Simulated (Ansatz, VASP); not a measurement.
# Sr: VASP beside Ansatz

Contents of INCAR:

```
ALGO     = Normal         # electronic algorithm
EDIFF    = 1E-6           # SCF threshold, eV
ENCUT    = 520            # plane-wave cutoff, eV
GGA      = RE             # functional
ISIF     = 2              # what is computed and relaxed
ISMEAR   = -1             # smearing method
LASPH    = T              # aspherical terms in the spheres
LCHARG   = F              # write CHGCAR
LREAL    = F              # projectors in reciprocal space
LWAVE    = F              # write WAVECAR
NBANDS   = 11             # bands
NELM     = 80             # most SCF steps
PREC     = Accurate       # precision mode
SIGMA    = 0.1            # smearing width, eV
```

The input KPOINTS:

```
k-points
0
Gamma
  15 15 15
```

POSCAR

```
Sr
1.0
    0.0000000000      3.1457039224      3.1457039224
    3.1457039224      0.0000000000      3.1457039224
    3.1457039224      3.1457039224      0.0000000000
Sr
1
Direct
    0.0000000000      0.0000000000      0.0000000000
```

Input for Ansatz:

```yaml
crystal:
  lattice:
    - [0.0, 3.1457039224, 3.1457039224]
    - [3.1457039224, 0.0, 3.1457039224]
    - [3.1457039224, 3.1457039224, 0.0]
  atoms:
    - { symbol: Sr, position: [0.0, 0.0, 0.0] }
hamiltonian:
  xc: revpbe
  pseudopotentials:
    kind: paw
    azcp:
      Sr: "pseudopotentials/Sr.paw.azcp"
basis:
  ecutwfc: 420
  fft_grid_basis: typed
kpoints:
  mp_grid: { grid: [15, 15, 15], shift: [0, 0, 0] }
magnetization:
  spin_polarized: false
scf:
  occupations: { method: fermi_dirac, width: 0.1 }
output:
  stress: true
```

Alike in both runs: task single point; functional revPBE; k mesh 15 × 15 × 15; occupations fermi-dirac, width 0.1 eV; no spin polarisation.

```csv
,VASP,Ansatz
version,VASP 6.6.1,Ansatz 0.2.0
potentials or method,"VASP PAW PBE potentials, release 64 (Sr_sv), cutoff 520 eV","plane waves (420 eV) with PAW, scalar-relativistic"
valence electrons in the cell,10,10
```

|  | VASP | Ansatz | Ansatz less VASP |
| --- | --- | --- | --- |
| pressure (GPa) | -0.7 | -0.7 | 0.00 |

VASP's potentials were made for PBE, not for revPBE.
